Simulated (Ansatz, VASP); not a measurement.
**TaC: VASP beside Ansatz**

The input INCAR:

```
ALGO     = Normal         # electronic algorithm
EDIFF    = 1E-7           # SCF threshold, eV
EDIFFG   = -0.005         # ionic threshold
ENCUT    = 600            # plane-wave cutoff, eV
GGA      = PE             # functional
IBRION   = 2              # ionic algorithm
ISIF     = 3              # what is computed and relaxed
ISMEAR   = 0              # smearing method
LASPH    = T              # aspherical terms in the spheres
LCHARG   = F              # write CHGCAR
LREAL    = F              # projectors in reciprocal space
LWAVE    = F              # write WAVECAR
NELM     = 80             # most SCF steps
NSW      = 100            # ionic steps
PREC     = Accurate       # precision mode
SIGMA    = 0.1            # smearing width, eV
```

The input KPOINTS:

```
k-points
0
Gamma
  16 16 16
```

The input POSCAR:

```
TaC
1.0
    0.0000000000      2.2269985830      2.2269985830
    2.2269985830      0.0000000000      2.2269985830
    2.2269985830      2.2269985830      0.0000000000
Ta C
1 1
Direct
    0.0000000000      0.0000000000      0.0000000000
    0.5000000000      0.5000000000      0.5000000000
```

Input for Ansatz:

```yaml
crystal:
  lattice:
    - [0.0, 2.226998583, 2.226998583]
    - [2.226998583, 0.0, 2.226998583]
    - [2.226998583, 2.226998583, 0.0]
  atoms:
    - { symbol: Ta, position: [0.0, 0.0, 0.0] }
    - { symbol: C, position: [0.5, 0.5, 0.5] }
basis:
  ecutwfc: 420
kpoints:
  mp_grid: { grid: [16, 16, 16] }
hamiltonian:
  xc: pbe
scf:
  occupations: { method: gaussian, width: 0.1 }
output:
  forces: true
  stress: true
  eigenvalues: true
  write_density: true
  write_potential: true
  elf: true
  volumetric_format: npy
relax:
  adjacent_minimum: "off"
  f_tol: 0.005
  max_steps: 80
  cell: { stress_tol: 0.05 }
```

Alike in both runs: task relaxation of cell and atoms; functional PBE; k mesh 16 × 16 × 16; occupations gaussian, width 0.1 eV; no spin polarisation.

|  | VASP | Ansatz |
| --- | --- | --- |
| version | VASP 6.6.1 | Ansatz 0.2.0 |
| potentials or method | VASP PAW PBE potentials, release 64 (Ta_pv, C), cutoff 600 eV | scalar-relativistic, plane waves, PAW |
| valence electrons in the cell | 15 | 17 |

Ansatz gave:

```
gap on the k mesh at the Fermi level, each at its own relaxed structure (eV) : none
relaxed volume (Å³/atom)                                                     : 11.20
relaxed cell length with the largest relative difference (Å)                 : 3.164
```

Q: Which values does VASP return?

A: gap on the k mesh at the Fermi level, each at its own relaxed structure (eV): none; relaxed volume (Å³/atom): 11.23; relaxed cell length with the largest relative difference (Å): 3.167.

A gap of «none» marks a metal or a gap that the smearing closes. VASP's potentials hold 15 valence electrons a cell and Ansatz's 17, so a difference there can come from the potentials and not from the codes.

Neither program's run includes spin-orbit coupling.
